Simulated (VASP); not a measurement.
# Fe (P6_3/mmc) in VASP: a series of runs

The runs below take Fe through single point, with PBE.

Everything below comes from runs of VASP 6.6.1. Logs are shortened: lines on timing, memory, paths and dates and some standing lists are left out, and cuts for length are marked.

## 1. The cell of the first run

Symmetry: P6_3/mmc, No. 194, hexagonal system. Conventional cell: a = 2.359 Å, b = 2.359 Å, c = 3.730 Å, α = 90.00°, β = 90.00°, γ = 120.00°. Fe (site symmetry -6m2) has 12 Fe at 2.31 to 2.36 Å within 3.1 Å.

This isn't the form of Fe at room conditions, which is bcc.

## 2. Single point, PBE (8.99 Å³/atom)

INCAR

```
SYSTEM = Fe
ALGO = Normal
EDIFF = 1E-6
ENCUT = 690
GGA = PE
GGA_COMPAT = .False.
ISIF = 2
ISMEAR = -1
LASPH = .True.
LCHARG = .True.
LELF = .True.
LREAL = .False.
LVHAR = .True.
LWAVE = .False.
NBANDS = 23
NELM = 120
PREC = Accurate
SIGMA = 0.1
```

KPOINTS

```
k-points
0
Gamma
  24 24 13
  0 0 0
```

POSCAR

```
Fe
1.0
    2.3588643793      0.0000000000      0.0000000000
   -1.1794321897      2.0428364765      0.0000000000
    0.0000000000      0.0000000000      3.7301930173
Fe
2
Direct
    0.3333333333      0.6666666667      0.2500000000
    0.6666666667      0.3333333333      0.7500000000
```

Potentials or basis: VASP PAW PBE potentials, release 64 (Fe_sv).

The run is started by

```
> cat potpaw_PBE.64/Fe_sv/POTCAR > POTCAR
> mpirun -np 1 vasp_std > vasp.out
```

OUTCAR:

```text
SYSTEM = Fe
   EDIFF = 1E-6
   ENCUT = 690
   GGA = PE
   ISIF = 2
   ISMEAR = -1
   LASPH = .True.
   LREAL = .False.
   NELM = 120
   PREC = Accurate

 ion  position               nearest neighbor table
   1  0.333  0.667  0.250-   2 2.31   2 2.31   2 2.31   2 2.31   2 2.31   2 2.31
   2  0.667  0.333  0.750-   1 2.31   1 2.31   1 2.31   1 2.31   1 2.31   1 2.31

  LATTYP: Found a hexagonal cell.
 ALAT       =     2.3588643793
 C/A-ratio  =     1.5813512002

  Lattice vectors:

 A1 = (   2.3588643793,   0.0000000000,   0.0000000000)
 A2 = (  -1.1794321897,   2.0428364765,   0.0000000000)
 A3 = (   0.0000000000,   0.0000000000,   3.7301930173)

Analysis of symmetry for initial positions (statically):
=====================================================================
 Subroutine PRICEL returns:
 Original cell was already a primitive cell.

 Routine SETGRP: Setting up the symmetry group for a
 hexagonal supercell.

 Subroutine GETGRP returns: Found 24 space group operations
 (whereof 12 operations were pure point group operations)
 out of a pool of 24 trial point group operations.

The static configuration has the point symmetry D_3d.
 The point group associated with its full space group is D_6h.

Analysis of symmetry for dynamics (positions and initial velocities):
=====================================================================
 Subroutine PRICEL returns:
 Original cell was already a primitive cell.

 Routine SETGRP: Setting up the symmetry group for a
 hexagonal supercell.

 Subroutine GETGRP returns: Found 24 space group operations
 (whereof 12 operations were pure point group operations)
 out of a pool of 24 trial point group operations.

The dynamic configuration has the point symmetry D_3d.
 The point group associated with its full space group is D_6h.

 Subroutine INISYM returns: Found 24 space group operations
 (whereof 12 operations are pure point group operations),
 and found     1 'primitive' translations

----------------------------------------------------------------------------------------

                                     Primitive cell

  volume of cell :      17.9750

  direct lattice vectors                    reciprocal lattice vectors
     2.358864379  0.000000000  0.000000000     0.423932808  0.244757721  0.000000000
    -1.179432190  2.042836477  0.000000000     0.000000000  0.489515442  0.000000000
     0.000000000  0.000000000  3.730193017     0.000000000  0.000000000  0.268082642

  length of vectors
     2.358864379  2.358864379  3.730193017     0.489515442  0.489515442  0.268082642

  position of ions in fractional coordinates (direct lattice)
     0.333333333  0.666666667  0.250000000
     0.666666667  0.333333333  0.750000000

  ion indices of the primitive-cell ions
   primitive index   ion index
                 1           1
                 2           2

----------------------------------------------------------------------------------------

 KPOINTS: k-points

Automatic generation of k-mesh.
 Grid dimensions read from file:
 generate k-points for:   24   24   13

 Generating k-lattice:

  Cartesian coordinates                     Fractional coordinates (reciprocal lattice)
     0.017663867  0.010198238  0.000000000     0.041666667 -0.000000000  0.000000000
     0.000000000  0.020396477  0.000000000     0.000000000  0.041666667  0.000000000
     0.000000000  0.000000000  0.020621742     0.000000000  0.000000000  0.076923077

  Length of vectors
     0.020396477  0.020396477  0.020621742

  Shift w.r.t. Gamma in fractional coordinates (k-lattice)
     0.000000000  0.000000000  0.000000000

 Subroutine IBZKPT returns following result:
 ===========================================

 Found    427 irreducible k-points:

 Following reciprocal coordinates:
            Coordinates               Weight
  0.000000  0.000000  0.000000      1.000000
  0.041667 -0.000000  0.000000      6.000000
  0.083333 -0.000000  0.000000      6.000000
  0.125000 -0.000000  0.000000      6.000000
  0.166667 -0.000000  0.000000      6.000000
  0.208333 -0.000000  0.000000      6.000000
[... 16 lines left out ...]
  0.416667  0.041667  0.000000     12.000000
  0.458333  0.041667  0.000000     12.000000
 [... further k-points ...]
   k-points           NKPTS =    427   k-points in BZ     NKDIM =    427   number of bands    NBANDS=     23
   number of dos      NEDOS =    301   number of ions     NIONS =      2
   total plane-waves  NPLWV =  12800
   dimension x,y,z NGX =    20 NGY =   20 NGZ =   32
   dimension x,y,z NGXF=    40 NGYF=   40 NGZF=   64
   ions per type =               2
   NGX,Y,Z   is equivalent  to a cutoff of  14.10, 14.10, 14.26 a.u.
   NGXF,Y,Z  is equivalent  to a cutoff of  28.19, 28.19, 28.52 a.u.
 SYSTEM =  Fe
   PREC   = accura    normal or accurate (medium, high low for compatibility)
   ISTART =      0    job   : 0-new  1-cont  2-samecut
   ICHARG =      2    charge: 1-file 2-atom 10-const
   ISPIN  =      1    spin polarized calculation?
   LNONCOLLINEAR =      F non collinear calculations
   LSORBIT =      F    spin-orbit coupling
   LASPH  =      T    aspherical Exc in radial PAW
   ENCUT  =  690.0 eV  50.71 Ry    7.12 a.u.   5.05  5.05  7.99*2*pi/ulx,y,z
   NELM   =    120;   NELMIN=  2; NELMDL= -5     # of ELM steps
   EDIFF  = 0.1E-05   stopping-criterion for ELM
   LREAL  =      F    real-space projection
   EDIFFG = 0.1E-04   stopping-criterion for IOM
   NSW    =      0    number of steps for IOM
   IBRION =     -1    ionic relax: 0-MD 1-quasi-New 2-CG
   NFREE  =      0    steps in history (QN), initial steepest desc. (CG)
   ISIF   =      2    stress and relaxation
   ISYM   =      2    0-nonsym 1-usesym 2-fastsym
   POTIM  = 0.5000    time-step for ionic-motion
   TEBEG  =    0.0;   TEEND  =   0.0 temperature during run
   PSTRESS=    0.0 pullay stress
   NELECT =      32.0000    total number of electrons
   NUPDOWN=      -1.0000    fix difference up-down
   EMIN   =  10.00;   EMAX   =-10.00  energy-range for DOS
   EFERMI =   0.00;   METHOD = LEGACY
   ISMEAR =    -1;   SIGMA  =   0.10  broadening in eV -4-tet -1-fermi 0-gaus
   EFERMI_NEDOS =   21; number of points for ismear=-14 and -15
   IALGO  =     38    algorithm
   IMIX   =      4    mixing-type and parameters
     AMIX     =   0.40;   BMIX     =  1.00
     AMIX_MAG =   1.60;   BMIX_MAG =  1.00
  volume/ion in A,a.u.               =       8.99        60.65
  Fermi-wavevector in a.u.,A,eV,Ry     =   1.984124  3.749451 53.562722  3.936749
  Thomas-Fermi vector in A             =   3.003574
   LORBIT       =      0    0 simple, 1 ext, 2 COOP (PROOUT), +10 PAW based schemes
   GGA     = PE    functional components
   LHFCALC =     F    Hartree Fock is set to
   AEXX    =    0.0000 exact exchange contribution
   IVDW    =     0    specifies the selected vdW correction
   LEPSILON=     F    determine dielectric tensor
   LRPA    =     F    only Hartree local field effects (RPA)
 non-spin polarized calculation
  energy-cutoff  :      690.00
  volume of cell :       17.97
 maximum number of plane-waves:       759
   NGX = 11   NGY = 11   NGZ = 15

 number of electron      32.0000009 magnetization

 Free energy of the ion-electron system (eV)
  ---------------------------------------------------
  ext. energy  EPLUGINS =         0.00000000
  ---------------------------------------------------
  free energy    TOTEN  =       -16.28904152 eV

  energy without entropy =      -16.21890886  energy(sigma->0) =      -16.25397519

 E-fermi :  16.3427     XC(G=0): -15.2704

 val. band max:       16.3424438991   @ k =   0.0833   0.0833   0.3846
 cond. band min:      16.3444672972   @ k =   0.2083   0.1250   0.0769
 fundamental gap:      0.0020233981
 Fermi energy:        16.3426732422

 k-point     1 :       0.0000    0.0000    0.0000
  band No.  band energies     occupation
      1     -71.1431      2.00000
      2     -70.9188      2.00000
      3     -37.6234      2.00000
      4     -36.8018      2.00000
      5     -36.8018      2.00000
      6     -36.6593      2.00000
[... 15 lines left out ...]
     22      38.6325      0.00000
     23      42.6184      0.00000

 k-point     2 :       0.0417   -0.0000    0.0000
  band No.  band energies     occupation
      1     -71.1403      2.00000
      2     -70.9177      2.00000
      3     -37.6180      2.00000
      4     -36.8126      2.00000
      5     -36.8055      2.00000
      6     -36.6709      2.00000
[... 15 lines left out ...]
     22      38.4942      0.00000
     23      42.1185      0.00000

 k-point     3 :       0.0833   -0.0000    0.0000
  band No.  band energies     occupation
      1     -71.1320      2.00000
      2     -70.9145      2.00000
      3     -37.6023      2.00000
      4     -36.8444      2.00000
      5     -36.8162      2.00000
      6     -36.7038      2.00000
[... 15 lines left out ...]
     22      37.9565      0.00000
     23      41.0437      0.00000

 k-point     4 :       0.1250   -0.0000    0.0000
  band No.  band energies     occupation
      1     -71.1187      2.00000
      2     -70.9095      2.00000
      3     -37.5766      2.00000
      4     -36.8950      2.00000
      5     -36.8327      2.00000
      6     -36.7557      2.00000
[... 15 lines left out ...]
     22      36.8126      0.00000
     23      40.2810      0.00000

 k-point     5 :       0.1667   -0.0000    0.0000
  band No.  band energies     occupation
      1     -71.1010      2.00000
      2     -70.9033      2.00000
      3     -37.5420      2.00000
      4     -36.9617      2.00000
      5     -36.8541      2.00000
      6     -36.8226      2.00000
[... 434 lines left out ...]
 k-point    22 :       0.3750    0.0417    0.0000
  band No.  band energies     occupation
      1     -70.9759      2.00000
      2     -70.8770      2.00000
      3     -37.3802      2.00000
      4     -37.2647      2.00000
      5     -37.2191      2.00000
      6     -36.9842      2.00000
[... 15 lines left out ...]
     22      28.9848      0.00000
     23      33.4938      0.00000

 k-point    23 :       0.4167    0.0417    0.0000
  band No.  band energies     occupation
      1     -70.9603      2.00000
      2     -70.8775      2.00000
      3     -37.4227      2.00000
      4     -37.2560      2.00000
      5     -37.2232      2.00000
      6     -36.9974      2.00000
[... 15 lines left out ...]
     22      29.2856      0.00000
     23      32.8572      0.00000

 k-point    24 :       0.4583    0.0417    0.0000
  band No.  band energies     occupation
      1     -70.9515      2.00000
      2     -70.8785      2.00000
      3     -37.4446      2.00000
      4     -37.2749      2.00000
      5     -37.1987      2.00000
      6     -37.0040      2.00000
[... 15 lines left out ...]
     22      29.5717      0.00000
     23      32.0565      0.00000

 [... further k-points ...]

------------------------ aborting loop because EDIFF is reached ----------------------------------------

  FORCE on cell =-STRESS in cart. coord.  units (eV):
  Direction    XX          YY          ZZ          XY          YZ          ZX
  --------------------------------------------------------------------------------------
  -------------------------------------------------------------------------------------
  Total        5.2194025      5.2194025      5.4447373     -0.0000000      0.0000000      0.0000000
  in kB      465.2254764    465.2254764    485.3104411     -0.0000000      0.0000000      0.0000000
  external PRESSURE =     471.9204647 kB  Pullay stress =       0.0000000 kB

 VOLUME and BASIS-vectors are now :
 -----------------------------------------------------------------------------
  energy-cutoff  :      690.00
  volume of cell :       17.97
      direct lattice vectors                 reciprocal lattice vectors
     2.358864379  0.000000000  0.000000000     0.423932808  0.244757721  0.000000000
    -1.179432190  2.042836477  0.000000000     0.000000000  0.489515442  0.000000000
     0.000000000  0.000000000  3.730193017     0.000000000  0.000000000  0.268082642

 POSITION                                       TOTAL-FORCE (eV/Angst)
 -----------------------------------------------------------------------------------
     -0.00000      1.36189      0.93255         0.000000     -0.000000      0.000000
      1.17943      0.68095      2.79764        -0.000000      0.000000      0.000000
 -----------------------------------------------------------------------------------
    total drift:                                0.000000     -0.000000      0.000000

  FREE ENERGIE OF THE ION-ELECTRON SYSTEM (eV)
  ---------------------------------------------------
  free  energy   TOTEN  =       -16.2890415155 eV

  energy  without entropy=      -16.2189088586  energy(sigma->0) =      -16.25397519
```

It took 2.3 min on 1 thread of Intel Xeon Platinum 8375C at 2.90GHz (Ice Lake), shared host; peak memory 0.3 GiB.

What came out:

- Free energy: -16.2890 eV
- Pressure: 47.2 GPa
- Band gap on the k mesh: zero (bands 16 and 17 overlap by 2.28 eV)

Levels at points of the mesh, in eV from the Fermi level:
```
           k point  band 12  band 13  band 14  band 15  band 16  band 17  band 18  band 19  band 20  band 21
(0.00, 0.00, 0.00)    -2.00    -1.83    -1.43    -1.43    -1.01    -1.01     0.51     0.87     0.87    10.13
(0.50, 0.00, 0.00)    -2.37    -2.36    -1.82    -1.27     1.01     1.28     1.32     3.14     5.59    12.44
```

Caveat: the cell stands under pressure; the run has no spin polarisation, though such a crystal can be magnetic. Spin polarisation is off, so any magnetic state and its effect on volume and gap are missing.

## 3. Single point, PBE, non-collinear spin, typed start, spin-orbit coupling

This run uses another cell than the first one, of 10.20 Å³/atom.

INCAR

```
PREC = Accurate
ENCUT = 600
EDIFF = 1E-6
ISMEAR = -1
SIGMA = 0.05
LREAL = F
LASPH = T
NELM = 200
ALGO = Normal
ISIF = 2
LWAVE = F
LCHARG = F
MAGMOM = 0 0 2.5 0 0 -2.5
LORBIT = 11
LSORBIT = T
GGA_COMPAT = F
LORBMOM = T
LMAXMIX = 4
GGA = PE
NBANDS = 28
```

KPOINTS

```
regular mesh
0
Gamma
  15 15 8
```

POSCAR

```
Fe
1.0
    2.4615160209      0.0000000000      0.0000000000
   -1.2307580105      2.1317354059      0.0000000000
    0.0000000000      0.0000000000      3.8881220668
Fe
2
Direct
    0.3333333333      0.6666666667      0.2500000000
    0.6666666667      0.3333333333      0.7500000000
```

Potentials or basis: VASP PAW PBE potentials, release 64 (Fe).

The run is started by

```
> cat potpaw_PBE.64/Fe/POTCAR > POTCAR
> mpirun -np 1 vasp_ncl > vasp.out
```

Run time: 11 min. Hardware: 1 thread of AMD EPYC 9755, shared host; peak memory 0.32 GiB.

The run converged. Its results:

```
Free energy                                           : -16.3311 eV
Pressure                                              : -0.7 GPa
Net moment                                            : 0.00 μB per cell
Valence electrons inside the program's atomic spheres : Fe 7.51
```

Stress tensor (GPa, compression positive):
```
-0.87  0.00  0.00
 0.00 -0.87  0.00
 0.00  0.00 -0.35
```

Moments on the atoms (μB; x, y, z):
```
Fe   0.00  0.00  0.03
Fe   0.00  0.00 -0.03
```
